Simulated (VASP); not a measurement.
# Be3CdS2 (C2/m) in VASP: single point with PBE

Aim: the single point of Be3CdS2 with PBE.

Program: VASP 6.6.1. These are calculated values, not measurements. Logs are shortened: lines on timing, memory, paths and dates and some standing lists are left out, and cuts for length are marked.

### 1 The cell of the first run

Symmetry: C2/m, No. 12, monoclinic system. The conventional cell has a = 6.845 Å, b = 9.363 Å, c = 3.281 Å, α = 90.00°, β = 115.02°, γ = 90.00°. Be (site symmetry -1) has 2 S at 1.98 Å within 2.6 Å. Be (site symmetry 2/m) has 4 S at 2.24 Å and 4 Be at 2.90 Å within 3.0 Å. Within 3.9 Å of Cd (site symmetry 2/m) lie 10 Be at 2.95 to 3.67 Å and 6 S at 3.16 to 3.74 Å and 2 Cd at 3.28 Å. S (site symmetry 2) has 4 Be at 1.98 to 2.24 Å within 2.6 Å.

### 2 Single point, PBE

INCAR reads:

```
SYSTEM = Be3CdS2
ALGO = Normal
EDIFF = 1E-6
ENCUT = 600
GGA = PE
GGA_COMPAT = .FALSE.
ISIF = 2
ISMEAR = 0
LASPH = .TRUE.
LCHARG = .FALSE.
LREAL = .FALSE.
LWAVE = .FALSE.
NBANDS = 24
NELM = 120
PREC = Accurate
SIGMA = 0.1
```

KPOINTS reads:

```
k-points
0
G
  8 8 12
  0 0 0
```

POSCAR reads:

```
Be3CdS2
1.0
    3.3573897478     -4.6812884134     -0.6646778791
    3.3573897478      4.6812884134     -0.6646778791
   -0.7837983893      0.0000000000      3.1857151469
Be Cd S
3 1 2
Direct
    0.0000000000      0.5000000000      0.5000000000
    0.5000000000      0.0000000000      0.5000000000
    0.5000000000      0.5000000000      0.5000000000
    0.0000000000      0.0000000000      0.0000000000
    0.6622633160      0.3377366840      0.0000000000
    0.3377366840      0.6622633160      0.0000000000
```

Potentials or basis: VASP PAW PBE potentials, release 64 (Be, Cd, S).

Command:

```sh
> cat potpaw_PBE.64/Be/POTCAR potpaw_PBE.64/Cd/POTCAR potpaw_PBE.64/S/POTCAR > POTCAR
> mpirun -np 1 vasp_std > vasp.out
```

OUTCAR:

```text
SYSTEM = Be3CdS2
   EDIFF = 1E-6
   ENCUT = 600
   GGA = PE
   ISIF = 2
   ISMEAR = 0
   LASPH = .TRUE.
   LREAL = .FALSE.
   NELM = 120
   PREC = Accurate

 ion  position               nearest neighbor table
   1  0.000  0.500  0.500-   6 1.98   5 1.98   4 2.95   4 2.95
   2  0.500  0.000  0.500-   5 1.98   6 1.98   4 2.95   4 2.95
   3  0.500  0.500  0.500-   5 2.24   6 2.24   5 2.24   6 2.24
   4  0.000  0.000  0.000-   1 2.95   2 2.95   1 2.95   2 2.95   5 3.16   6 3.16
   5  0.662  0.338  0.000-   1 1.98   2 1.98   3 2.24   3 2.24   4 3.16
   6  0.338  0.662  0.000-   2 1.98   1 1.98   3 2.24   3 2.24   4 3.16

  LATTYP: Found a base centered monoclinic cell.
 ALAT       =     6.8451041195
 B/A-ratio  =     1.3677771241
 C/A-ratio  =     0.4792797180
 COS(beta)  =    -0.4229433297

  Lattice vectors:

 A1 = (   3.3573897478,  -4.6812884134,  -0.6646778791)
 A2 = (   3.3573897478,   4.6812884134,  -0.6646778791)
 A3 = (  -0.7837983893,   0.0000000000,   3.1857151469)

Analysis of symmetry for initial positions (statically):
=====================================================================
 Subroutine PRICEL returns:
 Original cell was already a primitive cell.

 Routine SETGRP: Setting up the symmetry group for a
 base centered monoclinic supercell.

 Subroutine GETGRP returns: Found  4 space group operations
 (whereof  4 operations were pure point group operations)
 out of a pool of  4 trial point group operations.

The static configuration has the point symmetry C_2h.

Analysis of symmetry for dynamics (positions and initial velocities):
=====================================================================
 Subroutine PRICEL returns:
 Original cell was already a primitive cell.

 Routine SETGRP: Setting up the symmetry group for a
 base centered monoclinic supercell.

 Subroutine GETGRP returns: Found  4 space group operations
 (whereof  4 operations were pure point group operations)
 out of a pool of  4 trial point group operations.

The dynamic configuration has the point symmetry C_2h.

 Subroutine INISYM returns: Found  4 space group operations
 (whereof  4 operations are pure point group operations),
 and found     1 'primitive' translations

----------------------------------------------------------------------------------------

                                     Primitive cell

  volume of cell :      95.2615

  direct lattice vectors                    reciprocal lattice vectors
     3.357389748 -4.681288413 -0.664677879     0.156550600 -0.106808202  0.038516974
     3.357389748  4.681288413 -0.664677879     0.156550600  0.106808202  0.038516974
    -0.783798389  0.000000000  3.185715147     0.065326444  0.000000000  0.329973872

  length of vectors
     5.798993345  5.798993345  3.280719572     0.193389865  0.193389865  0.336378210

  position of ions in fractional coordinates (direct lattice)
     0.000000000  0.500000000  0.500000000
     0.500000000  0.000000000  0.500000000
     0.500000000  0.500000000  0.500000000
     0.000000000  0.000000000  0.000000000
     0.662263316  0.337736684  0.000000000
     0.337736684  0.662263316  0.000000000

  ion indices of the primitive-cell ions
   primitive index   ion index
                 1           1
                 2           2
                 3           3
                 4           4
                 5           5
                 6           6

----------------------------------------------------------------------------------------

 KPOINTS: k-points

Automatic generation of k-mesh.
 Grid dimensions read from file:
 generate k-points for:    8    8   12

 Generating k-lattice:

  Cartesian coordinates                     Fractional coordinates (reciprocal lattice)
     0.019568825 -0.013351025  0.004814622     0.125000000  0.000000000  0.000000000
     0.019568825  0.013351025  0.004814622     0.000000000  0.125000000  0.000000000
     0.005443870  0.000000000  0.027497823    -0.000000000 -0.000000000  0.083333333

  Length of vectors
     0.024173733  0.024173733  0.028031518

  Shift w.r.t. Gamma in fractional coordinates (k-lattice)
     0.000000000  0.000000000  0.000000000

 Subroutine IBZKPT returns following result:
 ===========================================

 Found    222 irreducible k-points:

 Following reciprocal coordinates:
            Coordinates               Weight
  0.000000  0.000000  0.000000      1.000000
  0.125000  0.000000  0.000000      4.000000
  0.250000  0.000000  0.000000      4.000000
  0.375000 -0.000000  0.000000      4.000000
  0.500000  0.000000  0.000000      2.000000
  0.125000  0.125000  0.000000      2.000000
[... 16 lines left out ...]
  0.125000 -0.000000  0.083333      4.000000
  0.250000  0.000000  0.083333      4.000000
 [... further k-points ...]
   k-points           NKPTS =    222   k-points in BZ     NKDIM =    222   number of bands    NBANDS=     24
   number of dos      NEDOS =    301   number of ions     NIONS =      6
   total plane-waves  NPLWV =  64512
   dimension x,y,z NGX =    48 NGY =   48 NGZ =   28
   dimension x,y,z NGXF=    96 NGYF=   96 NGZF=   56
   ions per type =               3   1   2
   NGX,Y,Z   is equivalent  to a cutoff of  13.76, 13.76, 14.19 a.u.
   NGXF,Y,Z  is equivalent  to a cutoff of  27.52, 27.52, 28.38 a.u.
 SYSTEM =  Be3CdS2
   PREC   = accura    normal or accurate (medium, high low for compatibility)
   ISTART =      0    job   : 0-new  1-cont  2-samecut
   ICHARG =      2    charge: 1-file 2-atom 10-const
   ISPIN  =      1    spin polarized calculation?
   LNONCOLLINEAR =      F non collinear calculations
   LSORBIT =      F    spin-orbit coupling
   LASPH  =      T    aspherical Exc in radial PAW
   ENCUT  =  600.0 eV  44.10 Ry    6.64 a.u.  11.58 11.58  6.55*2*pi/ulx,y,z
   NELM   =    120;   NELMIN=  2; NELMDL= -5     # of ELM steps
   EDIFF  = 0.1E-05   stopping-criterion for ELM
   LREAL  =      F    real-space projection
   EDIFFG = 0.1E-04   stopping-criterion for IOM
   NSW    =      0    number of steps for IOM
   IBRION =     -1    ionic relax: 0-MD 1-quasi-New 2-CG
   NFREE  =      0    steps in history (QN), initial steepest desc. (CG)
   ISIF   =      2    stress and relaxation
   ISYM   =      2    0-nonsym 1-usesym 2-fastsym
   POTIM  = 0.5000    time-step for ionic-motion
   TEBEG  =    0.0;   TEEND  =   0.0 temperature during run
   PSTRESS=    0.0 pullay stress
   NELECT =      30.0000    total number of electrons
   NUPDOWN=      -1.0000    fix difference up-down
   EMIN   =  10.00;   EMAX   =-10.00  energy-range for DOS
   EFERMI =   0.00;   METHOD = LEGACY
   ISMEAR =     0;   SIGMA  =   0.10  broadening in eV -4-tet -1-fermi 0-gaus
   EFERMI_NEDOS =   21; number of points for ismear=-14 and -15
   IALGO  =     38    algorithm
   IMIX   =      4    mixing-type and parameters
     AMIX     =   0.40;   BMIX     =  1.00
     AMIX_MAG =   1.60;   BMIX_MAG =  1.00
  volume/ion in A,a.u.               =      15.88       107.14
  Fermi-wavevector in a.u.,A,eV,Ry     =   1.113806  2.104787 16.878882  1.240563
  Thomas-Fermi vector in A             =   2.250394
   LORBIT       =      0    0 simple, 1 ext, 2 COOP (PROOUT), +10 PAW based schemes
   GGA     = PE    functional components
   LHFCALC =     F    Hartree Fock is set to
   AEXX    =    0.0000 exact exchange contribution
   IVDW    =     0    specifies the selected vdW correction
   LEPSILON=     F    determine dielectric tensor
   LRPA    =     F    only Hartree local field effects (RPA)
 non-spin polarized calculation
 Gauss-broadening in eV      SIGMA  =   0.10
  energy-cutoff  :      600.00
  volume of cell :       95.26
 maximum number of plane-waves:      3207
 NGX is ok and might be reduce to    48
   NGX = 23   NGY = 23   NGZ = 13

 number of electron      29.9999996 magnetization

 Free energy of the ion-electron system (eV)
  ---------------------------------------------------
  ext. energy  EPLUGINS =         0.00000000
  ---------------------------------------------------
  free energy    TOTEN  =       -19.65894678 eV

  energy without entropy =      -19.65217380  energy(sigma->0) =      -19.65556029

 E-fermi :   5.2126     XC(G=0):  -9.8483

 val. band max:        5.1978999351   @ k =  -0.1250   0.2500   0.4167
 cond. band min:       5.2163794331   @ k =  -0.1250   0.1250   0.0000
 fundamental gap:      0.0184794980
 Fermi energy:         5.2125787622

 k-point     1 :       0.0000    0.0000    0.0000
  band No.  band energies     occupation
      1     -10.7781      2.00000
      2      -9.7648      2.00000
      3      -3.7703      2.00000
      4      -3.7040      2.00000
      5      -3.6169      2.00000
      6      -3.2825      2.00000
[... 16 lines left out ...]
     23      11.1774      0.00000
     24      12.2380      0.00000

 k-point     2 :       0.1250    0.0000    0.0000
  band No.  band energies     occupation
      1     -10.7556      2.00000
      2      -9.7932      2.00000
      3      -3.7552      2.00000
      4      -3.6764      2.00000
      5      -3.6063      2.00000
      6      -3.2822      2.00000
[... 16 lines left out ...]
     23      10.8568      0.00000
     24      12.4012      0.00000

 k-point     3 :       0.2500    0.0000    0.0000
  band No.  band energies     occupation
      1     -10.6953      2.00000
      2      -9.8674      2.00000
      3      -3.7279      2.00000
      4      -3.6196      2.00000
      5      -3.5583      2.00000
      6      -3.2816      2.00000
[... 16 lines left out ...]
     23      10.8087      0.00000
     24      12.3469      0.00000

 k-point     4 :       0.3750   -0.0000    0.0000
  band No.  band energies     occupation
      1     -10.6226      2.00000
      2      -9.9537      2.00000
      3      -3.7113      2.00000
      4      -3.5717      2.00000
      5      -3.4870      2.00000
      6      -3.2810      2.00000
[... 16 lines left out ...]
     23      10.9920      0.00000
     24      12.0664      0.00000

 k-point     5 :       0.5000    0.0000    0.0000
  band No.  band energies     occupation
      1     -10.5865      2.00000
      2      -9.9952      2.00000
      3      -3.7071      2.00000
      4      -3.5495      2.00000
      5      -3.4572      2.00000
      6      -3.2808      2.00000
[... 16 lines left out ...]
     23      11.4780      0.00000
     24      11.5862      0.00000

 k-point     6 :       0.1250    0.1250    0.0000
  band No.  band energies     occupation
      1     -10.7248      2.00000
      2      -9.8303      2.00000
      3      -3.7584      2.00000
      4      -3.6217      2.00000
      5      -3.5990      2.00000
      6      -3.2818      2.00000
[... 16 lines left out ...]
     23      10.7683      0.00000
     24      12.4672      0.00000
[... 379 lines left out ...]
 k-point    21 :       0.5000    0.5000    0.0000
  band No.  band energies     occupation
      1     -10.4178      2.00000
      2     -10.1740      2.00000
      3      -3.7454      2.00000
      4      -3.5118      2.00000
      5      -3.4583      2.00000
      6      -3.2798      2.00000
[... 16 lines left out ...]
     23      10.3896      0.00000
     24      10.5879      0.00000

 k-point    22 :      -0.0000   -0.0000    0.0833
  band No.  band energies     occupation
      1     -10.7253      2.00000
      2      -9.7148      2.00000
      3      -3.7495      2.00000
      4      -3.6811      2.00000
      5      -3.5858      2.00000
      6      -3.3074      2.00000
[... 16 lines left out ...]
     23      10.7083      0.00000
     24      12.2473      0.00000

 k-point    23 :       0.1250   -0.0000    0.0833
  band No.  band energies     occupation
      1     -10.6942      2.00000
      2      -9.7527      2.00000
      3      -3.7313      2.00000
      4      -3.6330      2.00000
      5      -3.5739      2.00000
      6      -3.3079      2.00000
[... 16 lines left out ...]
     23      10.8912      0.00000
     24      12.0453      0.00000

 k-point    24 :       0.2500    0.0000    0.0833
  band No.  band energies     occupation
      1     -10.6293      2.00000
      2      -9.8320      2.00000
      3      -3.7000      2.00000
      4      -3.5792      2.00000
      5      -3.5267      2.00000
      6      -3.3086      2.00000
[... 16 lines left out ...]
     23      11.1937      0.00000
     24      11.7794      0.00000

 [... further k-points ...]

------------------------ aborting loop because EDIFF is reached ----------------------------------------

  FORCE on cell =-STRESS in cart. coord.  units (eV):
  Direction    XX          YY          ZZ          XY          YZ          ZX
  --------------------------------------------------------------------------------------
  -------------------------------------------------------------------------------------
  Total       -0.0006603      0.0188379      0.0035637      0.0000000      0.0000000     -0.0218688
  in kB       -0.0111047      0.3168294      0.0599362      0.0000000      0.0000000     -0.3678045
  external PRESSURE =       0.1218870 kB  Pullay stress =       0.0000000 kB

 VOLUME and BASIS-vectors are now :
 -----------------------------------------------------------------------------
  energy-cutoff  :      600.00
  volume of cell :       95.26
      direct lattice vectors                 reciprocal lattice vectors
     3.357389748 -4.681288413 -0.664677879     0.156550600 -0.106808202  0.038516974
     3.357389748  4.681288413 -0.664677879     0.156550600  0.106808202  0.038516974
    -0.783798389  0.000000000  3.185715147     0.065326444  0.000000000  0.329973872

 POSITION                                       TOTAL-FORCE (eV/Angst)
 -----------------------------------------------------------------------------------
      1.28680      2.34064      1.26052         0.000000      0.000000      0.000000
      1.28680     -2.34064      1.26052         0.000000      0.000000      0.000000
      2.96549      0.00000      0.92818         0.000000      0.000000      0.000000
      0.00000      0.00000      0.00000         0.000000      0.000000      0.000000
      3.35739     -1.51920     -0.66468        -0.000000     -0.010361     -0.000000
      3.35739      1.51920     -0.66468         0.000000      0.010361     -0.000000
 -----------------------------------------------------------------------------------
    total drift:                                0.000000     -0.000000     -0.000000

  FREE ENERGIE OF THE ION-ELECTRON SYSTEM (eV)
  ---------------------------------------------------
  free  energy   TOTEN  =       -19.6589467810 eV

  energy  without entropy=      -19.6521737991  energy(sigma->0) =      -19.65556029
```

It used 270 s of CPU time on 1 thread of Intel(R) Xeon(R) 6975P-C (Granite Rapids), on a shared host.

What came out:

| Property | Result |
| --- | --- |
| Free energy | -19.6589 eV |
| Pressure | 0.0 GPa |
| Largest force | 0.010 eV/Å |
| Band gap on the k mesh | zero (band 15 reaches 6.04 eV, above the bottom of band 16 at 4.41 eV) |

Forces in eV/Å, atoms in the order of the input:
```
Be   0.000  0.000  0.000
Be   0.000  0.000  0.000
Be   0.000  0.000  0.000
Cd   0.000  0.000  0.000
S    0.000 -0.010  0.000
S    0.000  0.010  0.000
```
